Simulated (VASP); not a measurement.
# SiGe3Ru2 (P-4m2) in VASP: single point with PBE

Aim: the single point of SiGe3Ru2 with PBE.

Everything below comes from runs of VASP 6.6.1. Logs are shortened: lines on timing, memory, paths and dates and some standing lists are left out, and cuts for length are marked.

**1. The cell of the first run**

Symmetry: P-4m2, No. 115, tetragonal system. Conventional cell: a = 3.610 Å, b = 3.610 Å, c = 7.192 Å, α = 90.00°, β = 90.00°, γ = 90.00°. Within 3.4 Å of Si (site symmetry -4m2) lie 4 Ru at 2.47 Å and 8 Ge at 2.55 to 3.32 Å. Ge (site symmetry -4m2) has 4 Ru at 2.47 Å and 4 Si at 2.55 Å and 4 Ge at 3.32 Å within 3.4 Å. Ge (site symmetry 2mm) has 5 Ru at 2.72 to 2.78 Å and 10 Ge at 3.02 to 3.61 Å and 2 Si at 3.32 Å within 3.7 Å. Within 3.3 Å of Ru (site symmetry 2mm) lie 2 Si at 2.47 Å and 7 Ge at 2.47 to 2.78 Å.

The cell was built from a structure type or drawn by symmetry, and may not be a known phase.

**2. Single point, PBE, collinear spin, ferromagnetic start**

Contents of INCAR:

```
PREC = Accurate
ENCUT = 520
EDIFF = 1E-6
ISMEAR = 0
SIGMA = 0.1
LREAL = F
LASPH = T
NELM = 150
ALGO = Normal
ISIF = 2
LWAVE = F
LCHARG = F
ISPIN = 2
MAGMOM = 0 0 0 0 1 1
LORBIT = 11
LMAXMIX = 4
GGA = PE
NBANDS = 50
```

Contents of KPOINTS:

```
regular mesh
0
Gamma
  6 6 4
```

Contents of POSCAR:

```
SiGe3Ru2
1.0
    3.6099792918      0.0000000000      0.0000000000
    0.0000000000      3.6099792918      0.0000000000
    0.0000000000      0.0000000000      7.1919884304
Si Ge Ru
1 3 2
Direct
    0.0000000000      0.0000000000      0.0000000000
    0.5000000000      0.5000000000      0.0000000000
    0.0000000000      0.5000000000      0.3876780497
    0.5000000000      0.0000000000      0.6123219503
    0.0000000000      0.5000000000      0.7664808747
    0.5000000000      0.0000000000      0.2335191253
```

Potentials or basis: VASP PAW PBE potentials, release 64 (Si, Ge_d, Ru_pv).

Launch:

```console
cat potpaw_PBE.64/Si/POTCAR potpaw_PBE.64/Ge_d/POTCAR potpaw_PBE.64/Ru_pv/POTCAR > POTCAR
mpirun -np 1 vasp_std > vasp.out
```

OUTCAR:

```text
PREC = Accurate
   ENCUT = 520
   EDIFF = 1E-6
   ISMEAR = 0
   LREAL = F
   LASPH = T
   NELM = 150
   ISIF = 2
   ISPIN = 2
   LORBIT = 11
   GGA = PE

 ion  position               nearest neighbor table
   1  0.000  0.000  0.000-   5 2.47   6 2.47   5 2.47   6 2.47   2 2.55   2 2.55   2 2.55   2 2.55

   2  0.500  0.500  0.000-   5 2.47   6 2.47   6 2.47   5 2.47   1 2.55   1 2.55   1 2.55   1 2.55

   3  0.000  0.500  0.388-   5 2.72   6 2.78   6 2.78   6 2.78   6 2.78
   4  0.500  0.000  0.612-   6 2.72   5 2.78   5 2.78   5 2.78   5 2.78
   5  0.000  0.500  0.766-   1 2.47   2 2.47   1 2.47   2 2.47   3 2.72   4 2.78   4 2.78   4 2.78
                             4 2.78
   6  0.500  0.000  0.234-   1 2.47   2 2.47   2 2.47   1 2.47   4 2.72   3 2.78   3 2.78   3 2.78
                             3 2.78

  LATTYP: Found a simple tetragonal cell.
 ALAT       =     3.6099792918
 C/A-ratio  =     1.9922519907

  Lattice vectors:

 A1 = (   3.6099792918,   0.0000000000,   0.0000000000)
 A2 = (   0.0000000000,   3.6099792918,   0.0000000000)
 A3 = (   0.0000000000,   0.0000000000,   7.1919884304)

Analysis of symmetry for initial positions (statically):
=====================================================================
 Subroutine PRICEL returns:
 Original cell was already a primitive cell.

 Routine SETGRP: Setting up the symmetry group for a
 simple tetragonal supercell.

 Subroutine GETGRP returns: Found  8 space group operations
 (whereof  8 operations were pure point group operations)
 out of a pool of 16 trial point group operations.

The static configuration has the point symmetry D_2d.

Analysis of symmetry for dynamics (positions and initial velocities):
=====================================================================
 Subroutine PRICEL returns:
 Original cell was already a primitive cell.

 Routine SETGRP: Setting up the symmetry group for a
 simple tetragonal supercell.

 Subroutine GETGRP returns: Found  8 space group operations
 (whereof  8 operations were pure point group operations)
 out of a pool of 16 trial point group operations.

The dynamic configuration has the point symmetry D_2d.

Analysis of structural, dynamic, and magnetic symmetry:
=====================================================================
 Subroutine PRICEL returns:
 Original cell was already a primitive cell.

 Routine SETGRP: Setting up the symmetry group for a
 simple tetragonal supercell.

 Subroutine GETGRP returns: Found  8 space group operations
 (whereof  8 operations were pure point group operations)
[... 150 lines left out ...]

 number of electron      74.0000033 magnetization      -0.0000227

 Free energy of the ion-electron system (eV)
  ---------------------------------------------------
  ext. energy  EPLUGINS =         0.00000000
  ---------------------------------------------------
  free energy    TOTEN  =       -38.27594069 eV

  energy without entropy =      -38.26477345  energy(sigma->0) =      -38.27035707

 E-fermi :   9.4492     XC(G=0): -12.2595

 val. band max:        9.4393482680   @ k =   0.3333   0.3333   0.0000
 cond. band min:       9.5131568286   @ k =   0.5000   0.3333   0.2500
 fundamental gap:      0.0738085606
 Fermi energy:         9.4492486554

 spin component 1

 k-point     1 :       0.0000    0.0000    0.0000
  band No.  band energies     occupation
      1     -33.2354      1.00000
      2     -33.2269      1.00000
      3     -33.0770      1.00000
      4     -33.0770      1.00000
      5     -33.0523      1.00000
      6     -33.0523      1.00000
[... 1237 lines left out ...]
     48      16.4110      0.00000
     49      16.5530      0.00000

 [... further k-points ...]

 spin component 2

 k-point     1 :       0.0000    0.0000    0.0000
  band No.  band energies     occupation
      1     -33.2355      1.00000
      2     -33.2269      1.00000
      3     -33.0771      1.00000
      4     -33.0771      1.00000
      5     -33.0524      1.00000
      6     -33.0524      1.00000
[... 1237 lines left out ...]
     48      16.4110      0.00000
     49      16.5530      0.00000

 [... further k-points ...]

 [bands above 49 left out]

------------------------ aborting loop because EDIFF is reached ----------------------------------------

  FORCE on cell =-STRESS in cart. coord.  units (eV):
  Direction    XX          YY          ZZ          XY          YZ          ZX
  --------------------------------------------------------------------------------------
  -------------------------------------------------------------------------------------
  Total       -0.0701294     -0.0701294      0.2037390      0.0000000      0.0000000      0.0000000
  in kB       -1.1988161     -1.1988161      3.4827827      0.0000000      0.0000000      0.0000000
  external PRESSURE =       0.3617168 kB  Pullay stress =       0.0000000 kB

 VOLUME and BASIS-vectors are now :
 -----------------------------------------------------------------------------
  energy-cutoff  :      520.00
  volume of cell :       93.73
      direct lattice vectors                 reciprocal lattice vectors
     3.609979292  0.000000000  0.000000000     0.277009899  0.000000000  0.000000000
     0.000000000  3.609979292  0.000000000     0.000000000  0.277009899  0.000000000
     0.000000000  0.000000000  7.191988430     0.000000000  0.000000000  0.139043605

 POSITION                                       TOTAL-FORCE (eV/Angst)
 -----------------------------------------------------------------------------------
      0.00000      0.00000      0.00000         0.000000     -0.000000      0.000000
      1.80499      1.80499      0.00000         0.000000      0.000000      0.000000
      0.00000      1.80499      2.78818         0.000000     -0.000000     -0.001497
      1.80499      0.00000      4.40381        -0.000000      0.000000      0.001497
      0.00000      1.80499      5.51252         0.000000     -0.000000     -0.004250
      1.80499      0.00000      1.67947         0.000000     -0.000000      0.004250
 -----------------------------------------------------------------------------------
    total drift:                                0.000000      0.000000      0.000000

  FREE ENERGIE OF THE ION-ELECTRON SYSTEM (eV)
  ---------------------------------------------------
  free  energy   TOTEN  =       -38.2759406906 eV

  energy  without entropy=      -38.2647734547  energy(sigma->0) =      -38.27035707

 total charge

# of ion       s       p       d       tot
------------------------------------------
    1        0.733   0.883   0.000   1.616
    2        1.085   1.341  10.148  12.574
    3        1.176   1.003  10.031  12.210
    4        1.176   1.003  10.031  12.210
    5        0.326   6.235   6.207  12.767
    6        0.326   6.235   6.207  12.767
--------------------------------------------------
tot          4.821  16.700  42.625  64.146

 magnetization (x)

# of ion       s       p       d       tot
------------------------------------------
    1        0.000   0.000   0.000   0.000
    2        0.000   0.000   0.000   0.000
    3        0.000   0.000   0.000   0.000
    4        0.000   0.000   0.000   0.000
    5        0.000   0.000  -0.000  -0.000
    6        0.000   0.000  -0.000  -0.000
--------------------------------------------------
tot          0.000   0.000  -0.000  -0.000
```

OSZICAR:

```text
N       E                     dE             d eps       ncg     rms          rms(c)
DAV:   1     0.872166969173E+03    0.87217E+03   -0.35501E+04  8118   0.375E+03
DAV:   2     0.961268912656E+02   -0.77604E+03   -0.74340E+03  6000   0.896E+02
DAV:   3    -0.315995897598E+02   -0.12773E+03   -0.12328E+03  6386   0.215E+02
DAV:   4    -0.389355000924E+02   -0.73359E+01   -0.72428E+01  7042   0.573E+01
DAV:   5    -0.391487662414E+02   -0.21327E+00   -0.21302E+00  7224   0.101E+01    0.181E+01
DAV:   6    -0.386317446948E+02    0.51702E+00   -0.47773E+00  6926   0.125E+01    0.612E+00
DAV:   7    -0.384099937294E+02    0.22175E+00   -0.19150E+00  6866   0.104E+01    0.602E+00
DAV:   8    -0.382773001993E+02    0.13269E+00   -0.40336E-01  6682   0.434E+00    0.118E+00
DAV:   9    -0.382757142962E+02    0.15859E-02   -0.26214E-02  7440   0.108E+00    0.388E-01
DAV:  10    -0.382758271840E+02   -0.11289E-03   -0.14292E-03  8076   0.276E-01    0.210E-01
DAV:  11    -0.382759259387E+02   -0.98755E-04   -0.58249E-04  7310   0.206E-01    0.762E-02
DAV:  12    -0.382759331305E+02   -0.71918E-05   -0.12408E-04  6834   0.790E-02    0.286E-02
DAV:  13    -0.382759393344E+02   -0.62039E-05   -0.10715E-05  7210   0.216E-02    0.987E-03
DAV:  14    -0.382759408397E+02   -0.15052E-05   -0.19240E-06  5110   0.750E-03    0.377E-03
DAV:  15    -0.382759406906E+02    0.14910E-06   -0.37640E-07  3366   0.357E-03
   1 F= -.38275941E+02 E0= -.38270357E+02  d E =-.111672E-01  mag=    -0.0001
```

Run time: 1.8 min. Hardware: 1 thread of Intel Xeon 6975P-C (Granite Rapids), shared host; peak memory 0.36 GiB.

What came out:

| Item | Value |
| --- | --- |
| Free energy | -38.2759 eV |
| Pressure | 0.0 GPa |
| Largest force | 0.004 eV/Å |
| Band gap on the k mesh | zero (filled and empty bands overlap) |
| Net moment | 0.00 μB per cell |
| Valence electrons inside the program's atomic spheres | Si 1.62; Ge 12.57, 12.21 (each value once); Ru 12.77 |

Forces on the atoms (eV/Å):
```
Si   0.000  0.000  0.000
Ge   0.000  0.000  0.000
Ge   0.000  0.000 -0.001
Ge   0.000  0.000  0.001
Ru   0.000  0.000 -0.004
Ru   0.000  0.000  0.004
```

Levels at points of the mesh, in eV from the Fermi level:
Spin up:
| k point | band 35 | band 36 | band 37 | band 38 | band 39 | band 40 |
| --- | --- | --- | --- | --- | --- | --- |
| (0.00, 0.00, 0.00) | -1.38 | -1.38 | -1.32 | 1.29 | 2.08 | 3.12 |
| (0.50, 0.00, 0.00) | -1.92 | -0.76 | -0.75 | 2.21 | 2.23 | 2.53 |
| (0.50, 0.50, 0.00) | -1.79 | -0.87 | -0.87 | -0.05 | -0.05 | 2.04 |
| (0.00, 0.00, 0.50) | -1.34 | 0.47 | 0.47 | 0.71 | 0.72 | 0.72 |
| (0.50, 0.00, 0.50) | -2.15 | -0.74 | -0.73 | 1.68 | 1.81 | 1.85 |
| (0.50, 0.50, 0.50) | -1.85 | -0.87 | -0.87 | -0.47 | -0.47 | 2.10 |
Spin down:
```tsv
k point	band 33	band 34	band 35	band 36	band 37	band 38	band 39	band 40	band 41	band 42
(0.00, 0.00, 0.00)	-1.89	-1.49	-1.38	-1.38	-1.32	1.29	2.08	3.12	3.15	3.15
(0.50, 0.00, 0.00)	-2.48	-1.96	-1.92	-0.76	-0.75	2.21	2.23	2.53	2.70	2.77
(0.50, 0.50, 0.00)	-3.27	-1.80	-1.79	-0.87	-0.87	-0.05	-0.05	2.04	2.04	2.13
(0.00, 0.00, 0.50)	-1.47	-1.37	-1.34	0.47	0.47	0.71	0.72	0.72	1.52	3.57
(0.50, 0.00, 0.50)	-2.55	-2.27	-2.15	-0.74	-0.73	1.68	1.81	1.85	2.04	3.49
(0.50, 0.50, 0.50)	-2.02	-1.85	-1.85	-0.87	-0.87	-0.47	-0.47	2.10	2.10	3.49
```
